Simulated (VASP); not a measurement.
# ZrMo3 (Pm-3m) in VASP: relaxation of cell and atoms with PBE

Aim: the relaxation of cell and atoms of ZrMo3 with PBE.

Program: VASP 6.6.1. These are calculated values, not measurements. Logs are shortened: lines on timing, memory, paths and dates and some standing lists are left out, and cuts for length are marked.

## (1) The cell of the first run

The structure is cubic, space group Pm-3m (No. 221). Conventional cell: a = 4.125 Å, b = 4.125 Å, c = 4.125 Å, α = 90.00°, β = 90.00°, γ = 90.00°. Within 3.8 Å of Zr (site symmetry m-3m) lie 12 Mo at 2.92 Å. Mo (site symmetry 4/mmm) has 4 Zr at 2.92 Å and 8 Mo at 2.92 Å within 3.8 Å.

## (2) Relaxation of cell and atoms, PBE

INCAR

```
  PREC = Accurate
  ENCUT = 600
  EDIFF = 1E-7
  ISMEAR = 0
  SIGMA = 0.1
  LREAL = False
  LASPH = True
  NELM = 80
  ALGO = Fast
  ISIF = 3
  LWAVE = False
  LCHARG = False
  GGA = PE
  IBRION = 2
  NSW = 100
  EDIFFG = -0.01
```

KPOINTS

```
Automatic mesh
0
Gamma
  12 12 12
```

POSCAR

```
ZrMo3
1.0
    4.1245809123      0.0000000000      0.0000000000
    0.0000000000      4.1245809123      0.0000000000
    0.0000000000      0.0000000000      4.1245809123
Zr Mo
1 3
Direct
    0.0000000000      0.0000000000      0.0000000000
    0.0000000000      0.5000000000      0.5000000000
    0.5000000000      0.0000000000      0.5000000000
    0.5000000000      0.5000000000      0.0000000000
```

Potentials or basis: VASP PAW PBE potentials, release 64 (Zr_sv, Mo_sv).

The run is started by

```sh
cat potpaw_PBE.64/Zr_sv/POTCAR potpaw_PBE.64/Mo_sv/POTCAR > POTCAR
mpirun -np 1 vasp_std > vasp.out
```

OUTCAR:

```text
PREC = Accurate
   ENCUT = 600
   EDIFF = 1E-7
   ISMEAR = 0
   LREAL = False
   LASPH = True
   NELM = 80
   ISIF = 3
   GGA = PE
   IBRION = 2
   NSW = 100
   EDIFFG = -0.01

 ion  position               nearest neighbor table
   1  0.000  0.000  0.000-   2 2.92   3 2.92   4 2.92   2 2.92   3 2.92   2 2.92   4 2.92   2 2.92
                             3 2.92   4 2.92   3 2.92   4 2.92
   2  0.000  0.500  0.500-   1 2.92   3 2.92   4 2.92   1 2.92   4 2.92   1 2.92   3 2.92   1 2.92
                             3 2.92   4 2.92   4 2.92   3 2.92
   3  0.500  0.000  0.500-   1 2.92   2 2.92   4 2.92   1 2.92   4 2.92   2 2.92   4 2.92   4 2.92
                             1 2.92   2 2.92   1 2.92   2 2.92
   4  0.500  0.500  0.000-   1 2.92   2 2.92   3 2.92   2 2.92   3 2.92   1 2.92   3 2.92   3 2.92
                             1 2.92   2 2.92   2 2.92   1 2.92

  LATTYP: Found a simple cubic cell.
 ALAT       =     4.1245809123

  Lattice vectors:

 A1 = (   4.1245809123,   0.0000000000,   0.0000000000)
 A2 = (   0.0000000000,   4.1245809123,   0.0000000000)
 A3 = (   0.0000000000,   0.0000000000,   4.1245809123)

Analysis of symmetry for initial positions (statically):
=====================================================================
 Subroutine PRICEL returns:
 Original cell was already a primitive cell.

 Routine SETGRP: Setting up the symmetry group for a
 simple cubic supercell.

 Subroutine GETGRP returns: Found 48 space group operations
 (whereof 48 operations were pure point group operations)
 out of a pool of 48 trial point group operations.

The static configuration has the point symmetry O_h .

Analysis of symmetry for dynamics (positions and initial velocities):
=====================================================================
 Subroutine PRICEL returns:
 Original cell was already a primitive cell.

 Routine SETGRP: Setting up the symmetry group for a
 simple cubic supercell.

 Subroutine GETGRP returns: Found 48 space group operations
 (whereof 48 operations were pure point group operations)
 out of a pool of 48 trial point group operations.

The dynamic configuration has the point symmetry O_h .

 Subroutine INISYM returns: Found 48 space group operations
 (whereof 48 operations are pure point group operations),
 and found     1 'primitive' translations

----------------------------------------------------------------------------------------

                                     Primitive cell

  volume of cell :      70.1681

  direct lattice vectors                    reciprocal lattice vectors
     4.124580912  0.000000000  0.000000000     0.242448875  0.000000000  0.000000000
     0.000000000  4.124580912  0.000000000     0.000000000  0.242448875  0.000000000
     0.000000000  0.000000000  4.124580912     0.000000000  0.000000000  0.242448875

  length of vectors
     4.124580912  4.124580912  4.124580912     0.242448875  0.242448875  0.242448875

  position of ions in fractional coordinates (direct lattice)
     0.000000000  0.000000000  0.000000000
     0.000000000  0.500000000  0.500000000
     0.500000000  0.000000000  0.500000000
     0.500000000  0.500000000  0.000000000

  ion indices of the primitive-cell ions
   primitive index   ion index
                 1           1
                 2           2
                 3           3
                 4           4

----------------------------------------------------------------------------------------

 KPOINTS: Automatic mesh

Automatic generation of k-mesh.
 Grid dimensions read from file:
 generate k-points for:   12   12   12

 Generating k-lattice:

  Cartesian coordinates                     Fractional coordinates (reciprocal lattice)
     0.020204073  0.000000000  0.000000000     0.083333333  0.000000000  0.000000000
     0.000000000  0.020204073  0.000000000     0.000000000  0.083333333  0.000000000
     0.000000000  0.000000000  0.020204073     0.000000000  0.000000000  0.083333333

  Length of vectors
     0.020204073  0.020204073  0.020204073

  Shift w.r.t. Gamma in fractional coordinates (k-lattice)
     0.000000000  0.000000000  0.000000000

 Subroutine IBZKPT returns following result:
 ===========================================

 Found     84 irreducible k-points:

 Following reciprocal coordinates:
            Coordinates               Weight
  0.000000  0.000000  0.000000      1.000000
  0.083333  0.000000  0.000000      6.000000
  0.166667  0.000000  0.000000      6.000000
  0.250000  0.000000  0.000000      6.000000
  0.333333  0.000000  0.000000      6.000000
  0.416667  0.000000  0.000000      6.000000
[... 16 lines left out ...]
  0.333333  0.333333  0.000000     12.000000
  0.416667  0.333333  0.000000     24.000000
 [... further k-points ...]
   k-points           NKPTS =     84   k-points in BZ     NKDIM =     84   number of bands    NBANDS=     32
   number of dos      NEDOS =    301   number of ions     NIONS =      4
   total plane-waves  NPLWV =  46656
   dimension x,y,z NGX =    36 NGY =   36 NGZ =   36
   dimension x,y,z NGXF=    72 NGYF=   72 NGZF=   72
   ions per type =               1   3
   NGX,Y,Z   is equivalent  to a cutoff of  14.51, 14.51, 14.51 a.u.
   NGXF,Y,Z  is equivalent  to a cutoff of  29.02, 29.02, 29.02 a.u.
 SYSTEM =  unknown system
   PREC   = accura    normal or accurate (medium, high low for compatibility)
   ISTART =      0    job   : 0-new  1-cont  2-samecut
   ICHARG =      2    charge: 1-file 2-atom 10-const
   ISPIN  =      1    spin polarized calculation?
   LNONCOLLINEAR =      F non collinear calculations
   LSORBIT =      F    spin-orbit coupling
   LASPH  =      T    aspherical Exc in radial PAW
   ENCUT  =  600.0 eV  44.10 Ry    6.64 a.u.   8.24  8.24  8.24*2*pi/ulx,y,z
   NELM   =     80;   NELMIN=  2; NELMDL= -5     # of ELM steps
   EDIFF  = 0.1E-06   stopping-criterion for ELM
   LREAL  =      F    real-space projection
   EDIFFG = -.1E-01   stopping-criterion for IOM
   NSW    =    100    number of steps for IOM
   IBRION =      2    ionic relax: 0-MD 1-quasi-New 2-CG
   NFREE  =      1    steps in history (QN), initial steepest desc. (CG)
   ISIF   =      3    stress and relaxation
   ISYM   =      2    0-nonsym 1-usesym 2-fastsym
   POTIM  = 0.5000    time-step for ionic-motion
   TEBEG  =    0.0;   TEEND  =   0.0 temperature during run
   PSTRESS=    0.0 pullay stress
   NELECT =      54.0000    total number of electrons
   NUPDOWN=      -1.0000    fix difference up-down
   EMIN   =  10.00;   EMAX   =-10.00  energy-range for DOS
   EFERMI =   0.00;   METHOD = LEGACY
   ISMEAR =     0;   SIGMA  =   0.10  broadening in eV -4-tet -1-fermi 0-gaus
   EFERMI_NEDOS =   21; number of points for ismear=-14 and -15
   IALGO  =     68    algorithm
   IMIX   =      4    mixing-type and parameters
     AMIX     =   0.40;   BMIX     =  1.00
     AMIX_MAG =   1.60;   BMIX_MAG =  1.00
  volume/ion in A,a.u.               =      17.54       118.38
  Fermi-wavevector in a.u.,A,eV,Ry     =   1.500236  2.835035 30.622743  2.250708
  Thomas-Fermi vector in A             =   2.611763
   LORBIT       =      0    0 simple, 1 ext, 2 COOP (PROOUT), +10 PAW based schemes
   GGA     = PE    functional components
   LHFCALC =     F    Hartree Fock is set to
   AEXX    =    0.0000 exact exchange contribution
   IVDW    =     0    specifies the selected vdW correction
   LEPSILON=     F    determine dielectric tensor
   LRPA    =     F    only Hartree local field effects (RPA)
 conjugate gradient relaxation of ions
 non-spin polarized calculation
 RMM-DIIS sequential band-by-band and
 Gauss-broadening in eV      SIGMA  =   0.10
  energy-cutoff  :      600.00
  volume of cell :       70.17
 maximum number of plane-waves:      2367
 NGX is ok and might be reduce to    36
   NGX = 17   NGY = 17   NGZ = 17

--------------------------------------- Ionic step        1  -------------------------------------------

 number of electron      53.9999994 magnetization

 Free energy of the ion-electron system (eV)
  ---------------------------------------------------
  ext. energy  EPLUGINS =         0.00000000
  ---------------------------------------------------
  free energy    TOTEN  =       -39.42822456 eV

  energy without entropy =      -39.39072745  energy(sigma->0) =      -39.40947600

------------------------ aborting loop because EDIFF is reached ----------------------------------------

  FORCE on cell =-STRESS in cart. coord.  units (eV):
  Direction    XX          YY          ZZ          XY          YZ          ZX
  --------------------------------------------------------------------------------------
  -------------------------------------------------------------------------------------
  Total        0.1289154      0.1289154      0.1289154      0.0000000      0.0000000      0.0000000
  in kB        2.9435795      2.9435795      2.9435795      0.0000000      0.0000000      0.0000000
  external PRESSURE =       2.9435795 kB  Pullay stress =       0.0000000 kB
[... 61 lines left out ...]
  energy  without entropy=      -39.3901024071  energy(sigma->0) =      -39.40902048

--------------------------------------- Ionic step        3  -------------------------------------------

 number of electron      53.9999993 magnetization

 Free energy of the ion-electron system (eV)
  ---------------------------------------------------
  ext. energy  EPLUGINS =         0.00000000
  ---------------------------------------------------
  free energy    TOTEN  =       -39.42832556 eV

  energy without entropy =      -39.39071722  energy(sigma->0) =      -39.40952139

 E-fermi :  10.9586     XC(G=0): -12.6443

 val. band max:       10.9435990395   @ k =   0.3333   0.3333   0.1667
 cond. band min:      10.9660771358   @ k =   0.3333   0.1667   0.1667
 fundamental gap:      0.0224780963
 Fermi energy:        10.9585591264

 k-point     1 :       0.0000    0.0000    0.0000
  band No.  band energies     occupation
      1     -49.6928      2.00000
      2     -49.5370      2.00000
      3     -49.5370      2.00000
      4     -37.0601      2.00000
      5     -24.0482      2.00000
      6     -24.0482      2.00000
[... 829 lines left out ...]
     31      11.9671      0.00000
     32      12.3312      0.00000

 [... further k-points ...]

------------------------ aborting loop because EDIFF is reached ----------------------------------------

  FORCE on cell =-STRESS in cart. coord.  units (eV):
  Direction    XX          YY          ZZ          XY          YZ          ZX
  --------------------------------------------------------------------------------------
  -------------------------------------------------------------------------------------
  Total       -0.0008815     -0.0008815     -0.0008815      0.0000000      0.0000000      0.0000000
  in kB       -0.0200956     -0.0200956     -0.0200956      0.0000000      0.0000000      0.0000000
  external PRESSURE =      -0.0200956 kB  Pullay stress =       0.0000000 kB
[... 19 lines left out ...]
  FREE ENERGIE OF THE ION-ELECTRON SYSTEM (eV)
  ---------------------------------------------------
  free  energy   TOTEN  =       -39.4283255556 eV

  energy  without entropy=      -39.3907172237  energy(sigma->0) =      -39.40952139

 reached required accuracy - stopping structural energy minimisation
```

Run time: 10 min. Hardware: 1 thread of Intel Xeon Platinum 8488C (Sapphire Rapids), shared host; peak memory 0.35 GiB.

What came out:

| Quantity | Value |
| --- | --- |
| Free energy | -39.4283 eV |
| Relaxed volume | 17.57 Å³/atom |
| Relaxed cell | a = 4.127 Å, b = 4.127 Å, c = 4.127 Å, α = 90.00°, β = 90.00°, γ = 90.00° |
| Space group after relaxing (to 0.1 Å) | Pm-3m (No. 221) |
| Energy gained by relaxing | 0.0 meV/atom |
| Ionic steps | 3 |
| Pressure after relaxing | 0.0 GPa |
| Band gap on the k mesh | zero (bands 27 and 28 overlap by 2.83 eV) |

Step by step:
```
step  energy change (eV)  largest force (eV/Å)  pressure (GPa)  volume (Å³)
   1              0.0000                0.0000            0.29        70.17
   2              0.0003                0.0000           -0.56        70.50
   3             -0.0001                0.0000            0.00        70.28
```

Final structure:
```
CELL_PARAMETERS angstrom
4.12672 0.00000 0.00000
0.00000 4.12672 0.00000
0.00000 0.00000 4.12672
ATOMIC_POSITIONS crystal
Zr 0.00000 0.00000 0.00000
Mo 0.00000 0.50000 0.50000
Mo 0.50000 0.00000 0.50000
Mo 0.50000 0.50000 0.00000
```

Levels at points of the mesh, in eV from the Fermi level:
```
           k point  band 23  band 24  band 25  band 26  band 27  band 28  band 29  band 30  band 31  band 32
(0.00, 0.00, 0.00)    -3.70    -0.32    -0.32    -0.32     2.06     2.06     3.45     3.82     3.82     3.82
(0.50, 0.00, 0.00)    -1.55    -1.55    -1.33    -1.33     0.03     0.39     1.02     1.05     1.05     2.35
(0.50, 0.50, 0.00)    -1.50    -1.49    -1.37    -1.37    -1.28    -0.74     0.43     0.51     0.51     1.39
(0.50, 0.50, 0.50)    -0.87    -0.44    -0.44    -0.44    -0.03    -0.03     1.15     1.67     1.67     1.67
```

The gap in the log of VASP goes by the Fermi energy; the results here count the filled bands.